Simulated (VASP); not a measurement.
# BaTiO3 in VASP: a series of runs, part 3 of 3

VASP 6.6.1.

### Step 5. Electric field gradients, PBE (equal xy, yz and zx shear strains of -3 %)

Contents of INCAR:

```
SYSTEM = BaTiO3
  ALGO = Normal
  EDIFF = 1E-8
  ENCUT = 520
  GGA = PE
  ISIF = 2
  ISMEAR = -1
  LASPH = .True.
  LCHARG = .False.
  LEFG = .True.
  LREAL = .False.
  LWAVE = .False.
  NBANDS = 28
  NELM = 100
  PREC = Accurate
  SIGMA = 0.08
```

Contents of KPOINTS:

```
k-points
0
Gamma
  7 7 7
  0 0 0
```

Contents of POSCAR:

```
BaTiO3
1.0
    3.9998000000     -0.0599970000     -0.0599970000
   -0.0599970000      3.9998000000     -0.0599970000
   -0.0602700000     -0.0602700000      4.0180000000
Ba Ti O
1 1 3
Direct
    0.0000000000      0.0000000000      0.0000000000
    0.5000000000      0.5000000000      0.4820000000
    0.5000000000      0.5000000000      0.0160000000
    0.5000000000      0.0000000000      0.5150000000
    0.0000000000      0.5000000000      0.5150000000
```

Potentials or basis: VASP PAW PBE potentials, release 64 (Ba_sv, Ti_sv, O).

Command:

```sh
$ cat potpaw_PBE.64/Ba_sv/POTCAR potpaw_PBE.64/Ti_sv/POTCAR potpaw_PBE.64/O/POTCAR > POTCAR
$ mpirun -np 1 vasp_std > vasp.out
```

OUTCAR:

```text
SYSTEM = BaTiO3
   EDIFF = 1E-8
   ENCUT = 520
   GGA = PE
   ISIF = 2
   ISMEAR = -1
   LASPH = .True.
   LREAL = .False.
   NELM = 100
   PREC = Accurate

 ion  position               nearest neighbor table
   1  0.000  0.000  0.000-   5 2.75   4 2.75   3 2.78   3 2.79   5 2.83   4 2.83   4 2.84   5 2.84
                             3 2.87   3 2.87   4 2.92   5 2.92   2 3.33   2 3.41   2 3.46   2 3.46
   2  0.500  0.500  0.482-   3 1.87   4 2.00   5 2.00   4 2.01   5 2.01   3 2.15   1 3.33   1 3.41
                             1 3.46   1 3.46   1 3.46   1 3.55   1 3.55   1 3.55
   3  0.500  0.500  0.016-   2 1.87   2 2.15   1 2.78   1 2.79   1 2.87   1 2.87
   4  0.500  0.000  0.515-   2 2.00   2 2.01   1 2.75   1 2.83   1 2.84   1 2.92
   5  0.000  0.500  0.515-   2 2.00   2 2.01   1 2.75   1 2.83   1 2.84   1 2.92

  LATTYP: Found a base centered monoclinic cell.
 ALAT       =     5.5730147961
 B/A-ratio  =     1.0302179678
 C/A-ratio  =     1.2076462749
 COS(beta)  =    -0.8025412022

  Lattice vectors:

 A1 = (  -3.9998000000,   0.0599970000,   0.0599970000)
 A2 = (   0.0599970000,  -3.9998000000,   0.0599970000)
 A3 = (   3.8795330000,   3.8795330000,   3.8980060000)

Analysis of symmetry for initial positions (statically):
=====================================================================
 Subroutine PRICEL returns:
 Original cell was already a primitive cell.

 Routine SETGRP: Setting up the symmetry group for a
 base centered monoclinic supercell.

 Subroutine GETGRP returns: Found  2 space group operations
 (whereof  2 operations were pure point group operations)
 out of a pool of  4 trial point group operations.

The static configuration has the point symmetry C_1h.

Analysis of symmetry for dynamics (positions and initial velocities):
=====================================================================
 Subroutine PRICEL returns:
 Original cell was already a primitive cell.

 Routine SETGRP: Setting up the symmetry group for a
 base centered monoclinic supercell.

 Subroutine GETGRP returns: Found  2 space group operations
 (whereof  2 operations were pure point group operations)
 out of a pool of  4 trial point group operations.

The dynamic configuration has the point symmetry C_1h.

 Subroutine INISYM returns: Found  2 space group operations
 (whereof  2 operations are pure point group operations),
 and found     1 'primitive' translations

----------------------------------------------------------------------------------------

                                     Primitive cell

  volume of cell :      64.2377

  direct lattice vectors                    reciprocal lattice vectors
     3.999800000 -0.059997000 -0.059997000     0.250126772  0.003809037  0.003809037
    -0.059997000  3.999800000 -0.059997000     0.003809037  0.250126772  0.003809037
    -0.060270000 -0.060270000  4.018000000     0.003791784  0.003791784  0.248993793

  length of vectors
[... 106 lines left out ...]
   IMIX   =      4    mixing-type and parameters
     AMIX     =   0.40;   BMIX     =  1.00
     AMIX_MAG =   1.60;   BMIX_MAG =  1.00
  volume/ion in A,a.u.               =      12.85        86.70
  Fermi-wavevector in a.u.,A,eV,Ry     =   1.397971  2.641782 26.590165  1.954322
  Thomas-Fermi vector in A             =   2.521175
   LORBIT       =      0    0 simple, 1 ext, 2 COOP (PROOUT), +10 PAW based schemes
   GGA     = PE    functional components
   LHFCALC =     F    Hartree Fock is set to
   AEXX    =    0.0000 exact exchange contribution
   IVDW    =     0    specifies the selected vdW correction
   LEPSILON=     F    determine dielectric tensor
   LRPA    =     F    only Hartree local field effects (RPA)
 non-spin polarized calculation
  energy-cutoff  :      520.00
  volume of cell :       64.24
 maximum number of plane-waves:      1750
 NGX is ok and might be reduce to    30
   NGX = 15   NGY = 15   NGZ = 15

 number of electron      39.9999966 magnetization

 Free energy of the ion-electron system (eV)
  ---------------------------------------------------
  ext. energy  EPLUGINS =         0.00000000
  ---------------------------------------------------
  free energy    TOTEN  =       -39.91261191 eV

  energy without entropy =      -39.91261043  energy(sigma->0) =      -39.91261117

 E-fermi :   4.7948     XC(G=0): -11.2438

 val. band max:        3.7986847562   @ k =   0.4286   0.4286   0.4286
 cond. band min:       5.6082832218   @ k =   0.0000   0.0000   0.0000
 fundamental gap:      1.8095984656
 Fermi energy:         4.7947846590

 k-point     1 :       0.0000    0.0000    0.0000
  band No.  band energies     occupation
      1     -52.7224      2.00000
      2     -28.9857      2.00000
      3     -28.9386      2.00000
      4     -28.9202      2.00000
      5     -21.0132      2.00000
      6     -13.0715      2.00000
[... 733 lines left out ...]
     27       9.9768      0.00000
     28      11.6661      0.00000

 [... further k-points ...]

------------------------ aborting loop because EDIFF is reached ----------------------------------------

  FORCE on cell =-STRESS in cart. coord.  units (eV):
  Direction    XX          YY          ZZ          XY          YZ          ZX
  --------------------------------------------------------------------------------------
  -------------------------------------------------------------------------------------
  Total        1.6821888      1.6821888      2.3082349      1.5315964      1.4769199      1.4769197
  in kB       41.9560910     41.9560910     57.5705377     38.2001111     36.8364026     36.8363986
  external PRESSURE =      47.1609066 kB  Pullay stress =       0.0000000 kB

 VOLUME and BASIS-vectors are now :
 -----------------------------------------------------------------------------
  energy-cutoff  :      520.00
  volume of cell :       64.24
      direct lattice vectors                 reciprocal lattice vectors
     3.999800000 -0.059997000 -0.059997000     0.250126772  0.003809037  0.003809037
    -0.059997000  3.999800000 -0.059997000     0.003809037  0.250126772  0.003809037
    -0.060270000 -0.060270000  4.018000000     0.003791784  0.003791784  0.248993793

 POSITION                                       TOTAL-FORCE (eV/Angst)
 -----------------------------------------------------------------------------------
      0.00000      0.00000      0.00000        -0.002784     -0.002784     -0.066923
      1.94085      1.94085      1.87668         0.068253      0.068253      0.068464
      1.96894      1.96894      0.00429        -0.032522     -0.032522      0.313472
      1.96886     -0.06104      2.03927        -0.029684     -0.003262     -0.157506
     -0.06104      1.96886      2.03927        -0.003262     -0.029684     -0.157506
 -----------------------------------------------------------------------------------
    total drift:                                0.000111      0.000111     -0.000457

  FREE ENERGIE OF THE ION-ELECTRON SYSTEM (eV)
  ---------------------------------------------------
  free  energy   TOTEN  =       -39.9126119121 eV

  energy  without entropy=      -39.9126104344  energy(sigma->0) =      -39.91261117

 Electric field gradients (V/A^2)
---------------------------------------------------------------------
 ion       V_xx      V_yy      V_zz      V_xy      V_xz      V_yz
---------------------------------------------------------------------
   1       2.209     2.209    -4.418   -17.371   -17.523   -17.523
   2       0.977     0.977    -1.954     5.519     5.686     5.686
   3      -8.178    -8.178    16.355     0.343    -3.477    -3.477
   4     -13.234    27.479   -14.245    -4.075     0.372    -3.911
   5      27.479   -13.234   -14.245    -4.075    -3.911     0.372
---------------------------------------------------------------------

 Electric field gradients after diagonalization (V/A^2)
 (convention: |V_zz| > |V_xx| > |V_yy|)
----------------------------------------------------------------------
 ion       V_xx      V_yy      V_zz     asymmetry (V_yy - V_xx)/ V_zz
----------------------------------------------------------------------
   1      19.580    15.567   -35.147       0.114
   2      -6.813    -4.542    11.355       0.200
   3      -8.796    -8.521    17.316       0.016
   4     -14.608   -13.638    28.246       0.034
   5     -14.608   -13.638    28.246       0.034
----------------------------------------------------------------------

           NMR quadrupolar parameters

 Cq : quadrupolar parameter    Cq=e*Q*V_zz/h
 eta: asymmetry parameters     (V_yy - V_xx)/ V_zz
 Q  : nuclear electric quadrupole moment in mb (millibarn)
----------------------------------------------------------------------
 ion       Cq(MHz)       eta       Q (mb)
----------------------------------------------------------------------
   1      -0.085       0.114       1.000
   2       0.027       0.200       1.000
   3       0.042       0.016       1.000
   4       0.068       0.034       1.000
   5       0.068       0.034       1.000
----------------------------------------------------------------------
```

OSZICAR:

```text
N       E                     dE             d eps       ncg     rms          rms(c)
DAV:   1     0.438772200062E+03    0.43877E+03   -0.20932E+04  5600   0.155E+03
DAV:   2    -0.359634768611E+01   -0.44237E+03   -0.42049E+03  6408   0.430E+02
[... 10 lines left out ...]
DAV:  13    -0.399126087985E+02    0.28159E-04   -0.15126E-04  6768   0.126E-01    0.176E-02
DAV:  14    -0.399126139555E+02   -0.51571E-05   -0.42437E-05  7656   0.471E-02    0.166E-02
DAV:  15    -0.399126131008E+02    0.85473E-06   -0.26142E-05  7628   0.489E-02    0.102E-02
DAV:  16    -0.399126119578E+02    0.11430E-05   -0.48889E-06  7348   0.227E-02    0.157E-03
DAV:  17    -0.399126119014E+02    0.56365E-07   -0.35993E-07  7252   0.596E-03    0.821E-04
DAV:  18    -0.399126119171E+02   -0.15672E-07   -0.34203E-08  6568   0.166E-03    0.350E-04
DAV:  19    -0.399126119121E+02    0.49363E-08   -0.35936E-09  3864   0.568E-04
   1 F= -.39912612E+02 E0= -.39912611E+02  d E =-.147778E-05
```

stdout:

```text
POSCAR found type information on POSCAR BaTiO
 POSCAR found :  3 types and       5 ions
 scaLAPACK will be used
 LDA part: xc-table for (Slater+PW92), standard interpolation
 POSCAR, INCAR and KPOINTS ok, starting setup
 FFT: planning ... GRIDC
 FFT: planning ... GRID_SOFT
 FFT: planning ... GRID
 WAVECAR not read
 entering main loop
ion   1

ion   2

ion   3

ion   4
     0.0000293     1.1852013     1.1409776     2.6860826    -0.0124204     4.2408253
     0.0000403     1.1852013     1.1409776     2.6860826    -0.0124204     4.2408253
     0.0000555     1.1852012     1.1409776     2.6860826    -0.0124204     4.2408252
     0.0000765     1.1852012     1.1409776     2.6860825    -0.0124204     4.2408251

     0.0000293     3.7015092     3.5563286     9.9420625    -0.1733789    16.2452828
     0.0000403     3.7015086     3.5563280     9.9420607    -0.1733789    16.2452798
     0.0000555     3.7015075     3.5563269     9.9420575    -0.1733788    16.2452746
     0.0000765     3.7015057     3.5563252     9.9420522    -0.1733787    16.2452658

ion   5
     0.0000293     1.1852013    -0.0124204     2.6860826     1.1409776    -4.2408253
     0.0000403     1.1852013    -0.0124204     2.6860826     1.1409776    -4.2408253
     0.0000555     1.1852012    -0.0124204     2.6860826     1.1409776    -4.2408252
     0.0000765     1.1852012    -0.0124204     2.6860825     1.1409776    -4.2408251

     0.0000293     3.7015092    -0.1733789     9.9420625     3.5563286   -16.2452828
     0.0000403     3.7015086    -0.1733789     9.9420607     3.5563280   -16.2452798
     0.0000555     3.7015075    -0.1733788     9.9420575     3.5563269   -16.2452746
     0.0000765     3.7015057    -0.1733787     9.9420522     3.5563252   -16.2452658
```

It took 92 s on 1 thread of Intel Xeon 6975P-C (Granite Rapids), shared host; peak memory 0.3 GiB.

What came out:

| Quantity | Value |
| --- | --- |
| Free energy | -39.9126 eV |
| Pressure | 4.7 GPa |
| Largest force | 0.317 eV/Å |
| Band gap on the k mesh | 1.81 eV (least direct gap 1.92 eV) |
| Largest electric field gradient by atom | Ba -35.1; Ti +11.4; O +17.3, +28.2 (each value once) V/Å² |

Forces in eV/Å, atoms in the order of the input:
```
Ba  -0.003 -0.003 -0.067
Ti   0.068  0.068  0.068
O   -0.033 -0.033  0.313
O   -0.030 -0.003 -0.158
O   -0.003 -0.030 -0.158
```

Electric field gradients, principal values (V/Å²):
| atom | least | middle | greatest (by size) |
| --- | --- | --- | --- |
| 1 Ba | 15.567 | 19.580 | -35.147 |
| 2 Ti | -4.542 | -6.813 | 11.355 |
| 3 O | -8.521 | -8.796 | 17.316 |
| 4 O | -13.638 | -14.608 | 28.246 |
| 5 O | -13.638 | -14.608 | 28.246 |

Caveat: the cell differs from its parent crystal (equal xy, yz and zx shear strains of -3 %); the cell stands under pressure; without QUAD_EFG the Cq values of the log hold for a quadrupole moment of 1 mb, not for the nuclei; spin-orbit coupling is left out, which moves the levels of the heavy elements; an odd mesh through Γ misses points on the zone boundary, where band edges can lie.

### Step 6. Electric field gradients, PBE (equal xy, yz and zx shear strains of -3 %)

Contents of INCAR:

```
PREC = Accurate
ENCUT = 520
EDIFF = 1E-8
ISMEAR = -1
SIGMA = 0.08
LREAL = False
LASPH = True
NELM = 60
ALGO = Normal
ISIF = 2
LWAVE = False
LCHARG = False
GGA = PE
LEFG = True
NBANDS = 28
```

Contents of KPOINTS:

```
regular mesh
0
Gamma
  7 7 7
```

POSCAR is that of step 5.

Potentials or basis: VASP PAW PBE potentials, release 64 (Ba_sv, Ti_sv, O).

Command:

```sh
$ cat potpaw_PBE.64/Ba_sv/POTCAR potpaw_PBE.64/Ti_sv/POTCAR potpaw_PBE.64/O/POTCAR > POTCAR
$ mpirun -np 1 vasp_std > vasp.out
```

OUTCAR:

```text
PREC = Accurate
   ENCUT = 520
   EDIFF = 1E-8
   ISMEAR = -1
   LREAL = False
   LASPH = True
   NELM = 60
   ISIF = 2
   GGA = PE

 ion  position               nearest neighbor table
   1  0.000  0.000  0.000-   5 2.75   4 2.75   3 2.78   3 2.79   5 2.83   4 2.83   4 2.84   5 2.84
                             3 2.87   3 2.87   4 2.92   5 2.92   2 3.33   2 3.41   2 3.46   2 3.46
   2  0.500  0.500  0.482-   3 1.87   4 2.00   5 2.00   4 2.01   5 2.01   3 2.15   1 3.33   1 3.41
                             1 3.46   1 3.46   1 3.46   1 3.55   1 3.55   1 3.55
   3  0.500  0.500  0.016-   2 1.87   2 2.15   1 2.78   1 2.79   1 2.87   1 2.87
   4  0.500  0.000  0.515-   2 2.00   2 2.01   1 2.75   1 2.83   1 2.84   1 2.92
   5  0.000  0.500  0.515-   2 2.00   2 2.01   1 2.75   1 2.83   1 2.84   1 2.92

[... 986 lines left out ...]
   3      -8.178    -8.178    16.355     0.343    -3.477    -3.477
   4     -13.234    27.479   -14.245    -4.075     0.372    -3.911
   5      27.479   -13.234   -14.245    -4.075    -3.911     0.372
---------------------------------------------------------------------

 Electric field gradients after diagonalization (V/A^2)
 (convention: |V_zz| > |V_xx| > |V_yy|)
----------------------------------------------------------------------
 ion       V_xx      V_yy      V_zz     asymmetry (V_yy - V_xx)/ V_zz
----------------------------------------------------------------------
   1      19.580    15.567   -35.147       0.114
   2      -6.813    -4.542    11.355       0.200
   3      -8.796    -8.521    17.316       0.016
   4     -14.608   -13.638    28.246       0.034
   5     -14.608   -13.638    28.246       0.034
----------------------------------------------------------------------

           NMR quadrupolar parameters

 Cq : quadrupolar parameter    Cq=e*Q*V_zz/h
 eta: asymmetry parameters     (V_yy - V_xx)/ V_zz
 Q  : nuclear electric quadrupole moment in mb (millibarn)
----------------------------------------------------------------------
 ion       Cq(MHz)       eta       Q (mb)
----------------------------------------------------------------------
   1      -0.085       0.114       1.000
   2       0.027       0.200       1.000
   3       0.042       0.016       1.000
   4       0.068       0.034       1.000
   5       0.068       0.034       1.000
----------------------------------------------------------------------
```

stdout:

```text
POSCAR found type information on POSCAR BaTiO
 POSCAR found :  3 types and       5 ions
 scaLAPACK will be used
 LDA part: xc-table for (Slater+PW92), standard interpolation
 POSCAR, INCAR and KPOINTS ok, starting setup
 FFT: planning ... GRIDC
 FFT: planning ... GRID_SOFT
 FFT: planning ... GRID
 WAVECAR not read
 entering main loop
ion   1

ion   2

ion   3

ion   4
     0.0000293     1.1852013     1.1409776     2.6860826    -0.0124204     4.2408253
     0.0000403     1.1852013     1.1409776     2.6860826    -0.0124204     4.2408253
     0.0000555     1.1852012     1.1409776     2.6860826    -0.0124204     4.2408252
     0.0000765     1.1852012     1.1409776     2.6860825    -0.0124204     4.2408251

     0.0000293     3.7015092     3.5563286     9.9420625    -0.1733789    16.2452828
     0.0000403     3.7015086     3.5563280     9.9420607    -0.1733789    16.2452798
     0.0000555     3.7015075     3.5563269     9.9420575    -0.1733788    16.2452746
     0.0000765     3.7015057     3.5563252     9.9420522    -0.1733787    16.2452658

ion   5
     0.0000293     1.1852013    -0.0124204     2.6860826     1.1409776    -4.2408253
     0.0000403     1.1852013    -0.0124204     2.6860826     1.1409776    -4.2408253
     0.0000555     1.1852012    -0.0124204     2.6860826     1.1409776    -4.2408252
     0.0000765     1.1852012    -0.0124204     2.6860825     1.1409776    -4.2408251

     0.0000293     3.7015092    -0.1733789     9.9420625     3.5563286   -16.2452828
     0.0000403     3.7015086    -0.1733789     9.9420607     3.5563280   -16.2452798
     0.0000555     3.7015075    -0.1733788     9.9420575     3.5563269   -16.2452746
     0.0000765     3.7015057    -0.1733787     9.9420522     3.5563252   -16.2452658
```

Wall time 93 s (1 thread of Intel Xeon 6975P-C (Granite Rapids), shared host); peak memory 0.3 GiB.

Results:

```yaml
Free_energy: -39.9126 eV
Pressure: 4.7 GPa
Largest_force: 0.317 eV/Å
Band_gap_on_the_k_mesh: 1.81 eV (least direct gap 1.92 eV)
Largest_electric_field_gradient_by_atom: Ba -35.1; Ti +11.4; O +17.3, +28.2 (each value once) V/Å²
```

Forces in eV/Å, atoms in the order of the input:
```
Ba  -0.003 -0.003 -0.067
Ti   0.068  0.068  0.068
O   -0.033 -0.033  0.313
O   -0.030 -0.003 -0.158
O   -0.003 -0.030 -0.158
```

Levels at points of the mesh, in eV from the valence-band top:
```
           k point  band 16  band 17  band 18  band 19  band 20  band 21  band 22  band 23  band 24  band 25
(0.00, 0.00, 0.00)    -1.18    -1.03    -0.35    -0.32    -0.11     1.81     2.10     2.18     4.05     4.19
```

Electric field gradients, principal values (V/Å²):
```tsv
atom	least	middle	greatest (by size)
1 Ba	15.567	19.580	-35.147
2 Ti	-4.542	-6.813	11.355
3 O	-8.521	-8.796	17.316
4 O	-13.638	-14.608	28.246
5 O	-13.638	-14.608	28.246
```

Caveat: the cell differs from its parent crystal (equal xy, yz and zx shear strains of -3 %); the cell stands under pressure; without QUAD_EFG the Cq values of the log hold for a quadrupole moment of 1 mb, not for the nuclei; spin-orbit coupling is left out, which moves the levels of the heavy elements; an odd mesh through Γ misses points on the zone boundary, where band edges can lie.

### Step 7. The runs side by side

| cell | gap on the mesh (eV) | pressure (GPa) | largest force (eV/Å) |
| --- | --- | --- | --- |
| a = 4.000, b = 4.000, c = 3.938 Å, 5 atoms | 1.91 | 8.4 | 0.42 |
| a = 4.000, b = 4.000, c = 4.058 Å, 5 atoms | 1.85 | 2.7 | 0.47 |
| a = 4.000, b = 4.000, c = 4.139 Å, 5 atoms | 1.81 | -0.4 | 0.76 |
| a = 4.001, b = 4.001, c = 4.019 Å, angles 91.7°, 5 atoms | 1.81 | 4.7 | 0.32 |

Alike in all rows: task electric field gradients; level PBE; potentials or basis VASP PAW PBE potentials, release 64 (Ba_sv, Ti_sv, O); no spin polarisation; k mesh 7 × 7 × 7; cutoff (eV) 520; smearing fermi-dirac 0.08 eV.

Caveats: spin-orbit coupling is left out, which moves the levels of the heavy elements; an odd mesh through Γ misses points on the zone boundary, where band edges can lie; the cell stands under pressure (at least some runs).

Absolute energies hang on the potentials; compare differences alone.
